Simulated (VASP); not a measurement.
# Be3Te2 (Pm-3m) in VASP: notebook

Runs on Be3Te2. Level: PBE. Tasks: relaxation of cell and atoms, single point.

All numbers are computed with VASP 6.6.1; they aren't measurements. Logs are shortened: lines on timing, memory, paths and dates and some standing lists are left out, and cuts for length are marked.

### 1 The cell of the first run

It takes space group Pm-3m (No. 221, cubic). Conventional cell: a = 4.443 Å, b = 4.443 Å, c = 4.443 Å, α = 90.00°, β = 90.00°, γ = 90.00°. Be (site symmetry 4/mmm) has 2 Te at 2.22 Å within 2.9 Å. Within 4.1 Å of Te (site symmetry m-3m) lie 12 Be at 3.14 Å and 8 Te at 3.85 Å. Within 2.9 Å of Te (site symmetry m-3m) lie 6 Be at 2.22 Å.

The cell was built from a structure type or drawn by symmetry, and may not be a known phase.

### 2 Relaxation of cell and atoms, PBE

The input, INCAR:

```
ALGO = Normal
EDIFF = 1E-6
EDIFFG = -0.04
ENCUT = 600
GGA = PE
IBRION = 2
ISIF = 3
ISMEAR = 0
LASPH = T
LCHARG = F
LREAL = F
LWAVE = F
NELM = 60
NSW = 90
PREC = Accurate
SIGMA = 0.1
```

The input, KPOINTS:

```
k-points
0
Gamma
  4 4 4
```

The input, POSCAR:

```
Be3Te2
1.0
    4.4428092500      0.0000000000      0.0000000000
    0.0000000000      4.4428092500      0.0000000000
    0.0000000000      0.0000000000      4.4428092500
Be Te
3 2
Direct
    0.0000000000      0.5000000000      0.5000000000
    0.5000000000      0.0000000000      0.5000000000
    0.5000000000      0.5000000000      0.0000000000
    0.0000000000      0.0000000000      0.0000000000
    0.5000000000      0.5000000000      0.5000000000
```

Potentials or basis: VASP PAW PBE potentials, release 64 (Be, Te).

Started as:

```
$ cat potpaw_PBE.64/Be/POTCAR potpaw_PBE.64/Te/POTCAR > POTCAR
$ mpirun -np 1 vasp_std > vasp.out
```

OUTCAR:

```text
EDIFF = 1E-6
   EDIFFG = -0.04
   ENCUT = 600
   GGA = PE
   IBRION = 2
   ISIF = 3
   ISMEAR = 0
   LASPH = T
   LREAL = F
   NELM = 60
   NSW = 90
   PREC = Accurate

 ion  position               nearest neighbor table
   1  0.000  0.500  0.500-   5 2.22   5 2.22
   2  0.500  0.000  0.500-   5 2.22   5 2.22
   3  0.500  0.500  0.000-   5 2.22   5 2.22
   4  0.000  0.000  0.000-
   5  0.500  0.500  0.500-   1 2.22   2 2.22   3 2.22   3 2.22   2 2.22   1 2.22

  LATTYP: Found a simple cubic cell.
 ALAT       =     4.4428092500

  Lattice vectors:

 A1 = (   4.4428092500,   0.0000000000,   0.0000000000)
 A2 = (   0.0000000000,   4.4428092500,   0.0000000000)
 A3 = (   0.0000000000,   0.0000000000,   4.4428092500)

Analysis of symmetry for initial positions (statically):
=====================================================================
 Subroutine PRICEL returns:
 Original cell was already a primitive cell.

 Routine SETGRP: Setting up the symmetry group for a
 simple cubic supercell.

 Subroutine GETGRP returns: Found 48 space group operations
 (whereof 48 operations were pure point group operations)
 out of a pool of 48 trial point group operations.

The static configuration has the point symmetry O_h .

Analysis of symmetry for dynamics (positions and initial velocities):
=====================================================================
 Subroutine PRICEL returns:
 Original cell was already a primitive cell.

 Routine SETGRP: Setting up the symmetry group for a
 simple cubic supercell.

 Subroutine GETGRP returns: Found 48 space group operations
 (whereof 48 operations were pure point group operations)
 out of a pool of 48 trial point group operations.

The dynamic configuration has the point symmetry O_h .

 Subroutine INISYM returns: Found 48 space group operations
 (whereof 48 operations are pure point group operations),
 and found     1 'primitive' translations

----------------------------------------------------------------------------------------

                                     Primitive cell

  volume of cell :      87.6946

  direct lattice vectors                    reciprocal lattice vectors
     4.442809250  0.000000000  0.000000000     0.225082812  0.000000000  0.000000000
     0.000000000  4.442809250  0.000000000     0.000000000  0.225082812  0.000000000
     0.000000000  0.000000000  4.442809250     0.000000000  0.000000000  0.225082812

  length of vectors
     4.442809250  4.442809250  4.442809250     0.225082812  0.225082812  0.225082812

  position of ions in fractional coordinates (direct lattice)
     0.000000000  0.500000000  0.500000000
     0.500000000  0.000000000  0.500000000
     0.500000000  0.500000000  0.000000000
     0.000000000  0.000000000  0.000000000
     0.500000000  0.500000000  0.500000000

  ion indices of the primitive-cell ions
   primitive index   ion index
                 1           1
                 2           2
                 3           3
                 4           4
                 5           5

----------------------------------------------------------------------------------------

 KPOINTS: k-points

Automatic generation of k-mesh.
 Grid dimensions read from file:
 generate k-points for:    4    4    4

 Generating k-lattice:

  Cartesian coordinates                     Fractional coordinates (reciprocal lattice)
     0.056270703  0.000000000  0.000000000     0.250000000  0.000000000  0.000000000
     0.000000000  0.056270703  0.000000000     0.000000000  0.250000000  0.000000000
     0.000000000  0.000000000  0.056270703     0.000000000  0.000000000  0.250000000

  Length of vectors
     0.056270703  0.056270703  0.056270703

  Shift w.r.t. Gamma in fractional coordinates (k-lattice)
     0.000000000  0.000000000  0.000000000

 Subroutine IBZKPT returns following result:
 ===========================================

 Found     10 irreducible k-points:

 Following reciprocal coordinates:
            Coordinates               Weight
  0.000000  0.000000  0.000000      1.000000
  0.250000  0.000000  0.000000      6.000000
  0.500000  0.000000  0.000000      3.000000
  0.250000  0.250000  0.000000     12.000000
  0.500000  0.250000  0.000000     12.000000
  0.500000  0.500000  0.000000      3.000000
  0.250000  0.250000  0.250000      8.000000
  0.500000  0.250000  0.250000     12.000000
  0.500000  0.500000  0.250000      6.000000
  0.500000  0.500000  0.500000      1.000000
   k-points           NKPTS =     10   k-points in BZ     NKDIM =     10   number of bands    NBANDS=     13
[... 33 lines left out ...]
   EFERMI_NEDOS =   21; number of points for ismear=-14 and -15
   IALGO  =     38    algorithm
   IMIX   =      4    mixing-type and parameters
     AMIX     =   0.40;   BMIX     =  1.00
     AMIX_MAG =   1.60;   BMIX_MAG =  1.00
  volume/ion in A,a.u.               =      17.54       118.36
  Fermi-wavevector in a.u.,A,eV,Ry     =   0.965698  1.824905 12.688421  0.932573
  Thomas-Fermi vector in A             =   2.095437
   LORBIT       =      0    0 simple, 1 ext, 2 COOP (PROOUT), +10 PAW based schemes
   GGA     = PE    functional components
   LHFCALC =     F    Hartree Fock is set to
   AEXX    =    0.0000 exact exchange contribution
   IVDW    =     0    specifies the selected vdW correction
   LEPSILON=     F    determine dielectric tensor
   LRPA    =     F    only Hartree local field effects (RPA)
 conjugate gradient relaxation of ions
 non-spin polarized calculation
 Gauss-broadening in eV      SIGMA  =   0.10
  energy-cutoff  :      600.00
  volume of cell :       87.69
 maximum number of plane-waves:      2968
 NGX is ok and might be reduce to    36
   NGX = 17   NGY = 17   NGZ = 17

--------------------------------------- Ionic step        1  -------------------------------------------

 number of electron      17.9999997 magnetization

 Free energy of the ion-electron system (eV)
  ---------------------------------------------------
  ext. energy  EPLUGINS =         0.00000000
  ---------------------------------------------------
  free energy    TOTEN  =       -11.59225517 eV

  energy without entropy =      -11.56241188  energy(sigma->0) =      -11.57733353

 E-fermi :   8.0679     XC(G=0):  -9.8674

 val. band max:        8.0570606789   @ k =   0.5000   0.0000   0.0000
 cond. band min:       8.0788872330   @ k =   0.5000   0.2500   0.2500
 fundamental gap:      0.0218265542
 Fermi energy:         8.0678966164

 k-point     1 :       0.0000    0.0000    0.0000
  band No.  band energies     occupation
      1      -7.1399      2.00000
      2      -3.3378      2.00000
      3       0.9477      2.00000
      4       0.9477      2.00000
      5       0.9477      2.00000
      6       6.0183      2.00000
      7       6.0183      2.00000
      8       6.0183      2.00000
      9       6.1017      2.00000
     10       6.1017      2.00000
     11       8.9749      0.00000
     12      10.2943      0.00000
     13      10.2943      0.00000
[... 130 lines left out ...]
  band No.  band energies     occupation
      1      -6.4415      2.00000
      2      -3.3186      2.00000
      3       0.7140      2.00000
      4       0.7140      2.00000
      5       0.7140      2.00000
      6       2.5934      2.00000
      7       2.5934      2.00000
      8       2.5934      2.00000
      9      10.4644      0.00000
     10      10.4644      0.00000
     11      11.7277      0.00000
     12      11.7277      0.00000
     13      11.7277      0.00000

------------------------ aborting loop because EDIFF is reached ----------------------------------------

  FORCE on cell =-STRESS in cart. coord.  units (eV):
  Direction    XX          YY          ZZ          XY          YZ          ZX
  --------------------------------------------------------------------------------------
  -------------------------------------------------------------------------------------
  Total        8.3231043      8.3231043      8.3231043     -0.0000000     -0.0000000      0.0000000
  in kB      152.0627766    152.0627766    152.0627766     -0.0000000     -0.0000000      0.0000000
  external PRESSURE =     152.0627766 kB  Pullay stress =       0.0000000 kB

 VOLUME and BASIS-vectors are now :
 -----------------------------------------------------------------------------
  energy-cutoff  :      600.00
  volume of cell :       87.69
      direct lattice vectors                 reciprocal lattice vectors
     4.442809250  0.000000000  0.000000000     0.225082812  0.000000000  0.000000000
     0.000000000  4.442809250  0.000000000     0.000000000  0.225082812  0.000000000
     0.000000000  0.000000000  4.442809250     0.000000000  0.000000000  0.225082812

 POSITION                                       TOTAL-FORCE (eV/Angst)
 -----------------------------------------------------------------------------------
      0.00000      2.22140      2.22140         0.000000      0.000000      0.000000
      2.22140      0.00000      2.22140         0.000000      0.000000      0.000000
      2.22140      2.22140      0.00000         0.000000      0.000000      0.000000
      0.00000      0.00000      0.00000         0.000000      0.000000      0.000000
      2.22140      2.22140      2.22140         0.000000      0.000000      0.000000
 -----------------------------------------------------------------------------------
    total drift:                               -0.000000      0.000000      0.000000

  FREE ENERGIE OF THE ION-ELECTRON SYSTEM (eV)
  ---------------------------------------------------
  free  energy   TOTEN  =       -11.5922551687 eV

  energy  without entropy=      -11.5624118820  energy(sigma->0) =      -11.57733353

--------------------------------------- Ionic step        2  -------------------------------------------

 number of electron      18.0000002 magnetization

 Free energy of the ion-electron system (eV)
  ---------------------------------------------------
  ext. energy  EPLUGINS =         0.00000000
  ---------------------------------------------------
  free energy    TOTEN  =       -12.51792921 eV

  energy without entropy =      -12.48764466  energy(sigma->0) =      -12.50278694

 E-fermi :   5.6018     XC(G=0):  -8.9670

 val. band max:        5.5707178682   @ k =   0.2500   0.2500   0.2500
 cond. band min:       5.6514851910   @ k =   0.5000   0.2500   0.2500
 fundamental gap:      0.0807673227
 Fermi energy:         5.6018333102

 k-point     1 :       0.0000    0.0000    0.0000
  band No.  band energies     occupation
      1      -8.2528      2.00000
      2      -5.3515      2.00000
      3      -0.3421      2.00000
      4      -0.3421      2.00000
      5      -0.3421      2.00000
      6       3.8184      2.00000
      7       3.8184      2.00000
      8       3.8184      2.00000
      9       3.8401      2.00000
     10       3.8401      2.00000
     11       5.1944      2.00000
     12       8.0147      0.00000
     13       8.0147      0.00000
[... 130 lines left out ...]
  band No.  band energies     occupation
      1      -7.8582      2.00000
      2      -5.2596      2.00000
      3      -0.7739      2.00000
      4      -0.7739      2.00000
      5      -0.7739      2.00000
      6       1.4148      2.00000
      7       1.4148      2.00000
      8       1.4148      2.00000
      9       7.7713      0.00000
     10       7.7714      0.00000
     11       8.4662      0.00000
     12       8.4662      0.00000
     13       8.4662      0.00000

------------------------ aborting loop because EDIFF is reached ----------------------------------------

  FORCE on cell =-STRESS in cart. coord.  units (eV):
  Direction    XX          YY          ZZ          XY          YZ          ZX
  --------------------------------------------------------------------------------------
  -------------------------------------------------------------------------------------
  Total        0.0194176      0.0194176      0.0194176     -0.0000000      0.0000000     -0.0000000
  in kB        0.2813793      0.2813793      0.2813793     -0.0000000      0.0000000     -0.0000000
  external PRESSURE =       0.2813793 kB  Pullay stress =       0.0000000 kB

 VOLUME and BASIS-vectors are now :
 -----------------------------------------------------------------------------
  energy-cutoff  :      600.00
  volume of cell :      110.56
      direct lattice vectors                 reciprocal lattice vectors
     4.799592282  0.000000000  0.000000000     0.208351031  0.000000000  0.000000000
    -0.000000000  4.799592282  0.000000000    -0.000000000  0.208351031  0.000000000
    -0.000000000 -0.000000000  4.799592282    -0.000000000 -0.000000000  0.208351031

 POSITION                                       TOTAL-FORCE (eV/Angst)
 -----------------------------------------------------------------------------------
     -0.00000      2.39980      2.39980         0.000000     -0.000000      0.000000
      2.39980     -0.00000      2.39980         0.000000     -0.000000      0.000000
      2.39980      2.39980      0.00000         0.000000     -0.000000      0.000000
      0.00000      0.00000      0.00000         0.000000     -0.000000      0.000000
      2.39980      2.39980      2.39980        -0.000000      0.000000      0.000000
 -----------------------------------------------------------------------------------
    total drift:                               -0.000000      0.000000      0.000000

  FREE ENERGIE OF THE ION-ELECTRON SYSTEM (eV)
  ---------------------------------------------------
  free  energy   TOTEN  =       -12.5179292148 eV

  energy  without entropy=      -12.4876446581  energy(sigma->0) =      -12.50278694

 reached required accuracy - stopping structural energy minimisation
```

It took 34 s on 1 thread of Intel Xeon 8259CL, shared host; peak memory 0.21 GiB.

Results:

| Item | Value |
| --- | --- |
| Free energy | -12.5179 eV |
| Relaxed volume | 22.11 Å³/atom |
| Relaxed cell | a = 4.800 Å, b = 4.800 Å, c = 4.800 Å, α = 90.00°, β = 90.00°, γ = 90.00° |
| Space group after relaxing (to 0.1 Å) | Pm-3m (No. 221) |
| Energy gained by relaxing | 185.1 meV/atom |
| Ionic steps | 2 |
| Pressure after relaxing | 0.0 GPa |
| Band gap on the k mesh | zero (bands 9 and 10 overlap by 3.93 eV) |

Step by step:
| step | energy change (eV) | largest force (eV/Å) | pressure (GPa) | volume (Å³) |
| --- | --- | --- | --- | --- |
| 1 | 0.0000 | 0.0000 | 15.21 | 87.69 |
| 2 | -0.9257 | 0.0000 | 0.03 | 110.56 |

Final structure:
```
Be Te
1.0
     4.79959    0.00000    0.00000
     0.00000    4.79959    0.00000
     0.00000    0.00000    4.79959
Be Te
3 2
Direct
  0.00000 0.50000 0.50000
  0.50000 0.00000 0.50000
  0.50000 0.50000 0.00000
  0.00000 0.00000 0.00000
  0.50000 0.50000 0.50000
```

Caveat: the volume moved by over 15 % at a fixed basis, so the end points are rough; spin-orbit coupling is left out, which moves the levels of the heavy elements.

### 3 Single point, PBE

This run uses another cell than the first one, of 21.89 Å³/atom.

The input, INCAR:

```
  PREC = Accurate
  ENCUT = 520
  EDIFF = 1E-7
  ISMEAR = 0
  SIGMA = 0.1
  LREAL = F
  LASPH = T
  NELM = 80
  ALGO = Normal
  ISIF = 2
  LWAVE = F
  LCHARG = F
  GGA = PE
  NBANDS = 17
```

The input, KPOINTS:

```
Automatic mesh
0
Gamma
  8 8 8
```

POSCAR, as its differences from that of step 2:

```diff
@@ -2,5 +2,5 @@
 1.0
-    4.4428092500      0.0000000000      0.0000000000
-    0.0000000000      4.4428092500      0.0000000000
-    0.0000000000      0.0000000000      4.4428092500
+    4.7837255781      0.0000000000      0.0000000000
+    0.0000000000      4.7837255781      0.0000000000
+    0.0000000000      0.0000000000      4.7837255781
 Be Te
```

Potentials or basis: VASP PAW PBE potentials, release 64 (Be, Te).

Started as:

```
$ cat potpaw_PBE.64/Be/POTCAR potpaw_PBE.64/Te/POTCAR > POTCAR
$ mpirun -np 1 vasp_std > vasp.out
```

Wall time 61 s (1 thread of Intel Xeon 8259CL, shared host); peak memory 0.23 GiB.

Results (log left out):

```
Free energy            : -12.7060 eV
Pressure               : 0.1 GPa
Band gap on the k mesh : zero (bands 9 and 10 overlap by 3.93 eV)
```

Levels at points of the mesh, in eV from the Fermi level:
| k point | band 7 | band 8 | band 9 | band 10 | band 11 | band 12 |
| --- | --- | --- | --- | --- | --- | --- |
| (0.00, 0.00, 0.00) | -1.63 | -1.63 | -1.62 | -1.62 | -0.22 | 2.56 |
| (0.50, 0.00, 0.00) | -2.32 | -2.32 | -1.08 | 0.80 | 1.64 | 2.32 |
| (0.50, 0.50, 0.00) | -1.87 | -1.63 | -1.18 | -0.80 | 0.57 | 0.57 |
| (0.50, 0.50, 0.50) | -4.07 | -4.07 | 2.31 | 2.31 | 3.05 | 3.05 |

Caveat: spin-orbit coupling is left out, which moves the levels of the heavy elements.

### 4 Relaxation of cell and atoms, PBE

This run uses another cell than the first one, of 22.08 Å³/atom.

The input, INCAR:

```
SYSTEM = Be3Te2
  PREC = Accurate
  ENCUT = 600
  EDIFF = 1E-6
  ISMEAR = 0
  SIGMA = 0.1
  LREAL = .FALSE.
  LASPH = .TRUE.
  NELM = 80
  ALGO = Normal
  ISIF = 3
  LWAVE = .FALSE.
  LCHARG = .FALSE.
  GGA = PE
  IBRION = 2
  NSW = 100
  EDIFFG = -0.01
```

The input, KPOINTS:

```
Automatic mesh
0
G
  8 8 8
  0 0 0
```

POSCAR, as its differences from that of step 3:

```diff
@@ -2,5 +2,5 @@
 1.0
-    4.7837255781      0.0000000000      0.0000000000
-    0.0000000000      4.7837255781      0.0000000000
-    0.0000000000      0.0000000000      4.7837255781
+    4.7972580509      0.0000000000      0.0000000000
+    0.0000000000      4.7972580509      0.0000000000
+    0.0000000000      0.0000000000      4.7972580509
 Be Te
```

Started as:

```
$ cat potpaw_PBE.64/Be/POTCAR potpaw_PBE.64/Te/POTCAR > POTCAR
$ mpirun -np 1 vasp_std > vasp.out
```

Wall time 1.7 min (1 thread of Intel Xeon 8259CL, shared host); peak memory 0.29 GiB.

It converged, with:

- Free energy: -12.7062 eV
- Relaxed volume: 21.96 Å³/atom
- Relaxed cell: a = 4.788 Å, b = 4.788 Å, c = 4.788 Å, α = 90.00°, β = 90.00°, γ = 90.00°
- Space group after relaxing (to 0.1 Å): Pm-3m (No. 221)
- Energy gained by relaxing: 0.1 meV/atom
- Ionic steps: 2
- Pressure after relaxing: 0.0 GPa
- Band gap on the k mesh: zero (bands 9 and 10 overlap by 3.93 eV)

The path:
```tsv
step	energy change (eV)	largest force (eV/Å)	pressure (GPa)	volume (Å³)
1	0.0000	0.0000	-0.28	110.40
2	-0.0006	0.0000	-0.02	109.79
```

Final structure:
```cif
data_structure
_symmetry_space_group_name_H-M 'P 1'
_symmetry_Int_Tables_number 1
_cell_length_a 4.7884
_cell_length_b 4.7884
_cell_length_c 4.7884
_cell_angle_alpha 90.000
_cell_angle_beta 90.000
_cell_angle_gamma 90.000
_cell_volume 109.79
loop_
_atom_site_label
_atom_site_type_symbol
_atom_site_fract_x
_atom_site_fract_y
_atom_site_fract_z
_atom_site_occupancy
Be1 Be 0.00000 0.50000 0.50000 1
Be2 Be 0.50000 0.00000 0.50000 1
Be3 Be 0.50000 0.50000 0.00000 1
Te1 Te 0.00000 0.00000 0.00000 1
Te2 Te 0.50000 0.50000 0.50000 1
```

Levels at points of the mesh, in eV from the Fermi level:
```csv
k point,band 6,band 7,band 8,band 9,band 10,band 11,band 12,band 13
"(0.00, 0.00, 0.00)",-1.63,-1.63,-1.63,-1.62,-1.62,-0.23,2.55,2.55
"(0.50, 0.00, 0.00)",-3.84,-2.32,-2.32,-1.08,0.81,1.63,2.32,2.32
"(0.50, 0.50, 0.00)",-1.87,-1.87,-1.63,-1.18,-0.79,0.58,0.58,2.21
"(0.50, 0.50, 0.50)",-4.06,-4.06,-4.06,2.30,2.30,3.04,3.04,3.04
```

Caveat: spin-orbit coupling is left out, which moves the levels of the heavy elements.

### 5 Summary

| task | cell | k mesh | cutoff (eV) | gap on the mesh (eV) | pressure (GPa) | relaxed volume (Å³/atom) |
| --- | --- | --- | --- | --- | --- | --- |
| relaxation of cell and atoms | relaxed from a = 4.443 Å, 5 atoms | 4 × 4 × 4 | 600 | none | 0.0 | 22.11 |
| single point | a = 4.784 Å, 5 atoms | 8 × 8 × 8 | 520 | none | 0.1 | - |
| relaxation of cell and atoms | relaxed from a = 4.797 Å, 5 atoms | 8 × 8 × 8 | 600 | none | 0.0 | 21.96 |

Alike in all rows: level PBE; potentials or basis VASP PAW PBE potentials, release 64 (Be, Te); no spin polarisation; smearing gaussian 0.1 eV.

Caveats: spin-orbit coupling is left out, which moves the levels of the heavy elements; the volume moved by over 15 % at a fixed basis, so the end points are rough (at least some runs).

Absolute energies hang on the potentials; compare differences alone.
